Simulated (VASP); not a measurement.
# Bi2Te3: single point with PBE

Bi2Te3:

```
Bi Te
1.0
     2.20850    1.27508   10.24507
    -2.20850    1.27508   10.24507
     0.00000   -2.55016   10.24507
Bi Te
2 3
Direct
  0.81200 0.81200 0.81200
  0.40200 0.40200 0.40200
  0.61100 0.61100 0.61100
  0.20000 0.20000 0.20000
  0.00000 0.00000 0.00000
```

This cell differs from its parent crystal: zz strain of +3 %.

| Property | Result |
| --- | --- |
| Program | VASP 6.6.1 |
| Task | single point |
| Functional | PBE |
| Potentials or basis | VASP PAW PBE potentials, release 64 (Bi_d, Te) |
| Cutoff | 520 eV |
| k mesh | 8 × 8 × 8 |
| Occupations | fermi-dirac, width 0.08 eV |
| Spin | no spin polarisation |

```
Pressure               : 0.1 GPa
Largest force          : 1.166 eV/Å
Band gap on the k mesh : zero (bands 24 and 25 overlap by 0.15 eV)
```

Forces on the atoms (eV/Å):
```
Bi   0.000  0.000 -0.706
Bi   0.000  0.000 -0.506
Te   0.000  0.000 -0.562
Te   0.000  0.000  0.607
Te   0.000  0.000  1.166
```

Stress tensor (GPa, compression positive):
```
 0.67  0.00  0.00
 0.00  0.67  0.00
 0.00  0.00 -0.91
```

Levels at points of the mesh, in eV from the Fermi level:
| k point | band 20 | band 21 | band 22 | band 23 | band 24 | band 25 | band 26 | band 27 | band 28 | band 29 |
| --- | --- | --- | --- | --- | --- | --- | --- | --- | --- | --- |
| (0.00, 0.00, 0.00) | -1.98 | -1.98 | -0.41 | -0.36 | -0.36 | -0.04 | 0.39 | 0.39 | 2.06 | 2.06 |
| (0.50, 0.00, 0.00) | -3.23 | -3.07 | -2.20 | -0.28 | -0.28 | -0.15 | 0.46 | 2.24 | 2.65 | 3.10 |
| (0.50, 0.50, 0.00) | -2.83 | -2.29 | -1.78 | -0.97 | -0.65 | 0.20 | 1.10 | 1.63 | 2.39 | 2.46 |
| (0.50, 0.50, 0.50) | -1.95 | -1.74 | -0.90 | -0.57 | -0.57 | 0.46 | 0.87 | 0.87 | 1.65 | 1.65 |

Run time: 34 min on 1 thread of AMD EPYC 7R13, on a shared host, peak memory 1.1 GiB.

Caveat: the cell differs from its parent crystal (zz strain of +3 %); spin-orbit coupling is left out, which moves the levels of the heavy elements; forces of over 1 eV/Å act on the atoms, so gaps and moduli don't describe the material at rest.
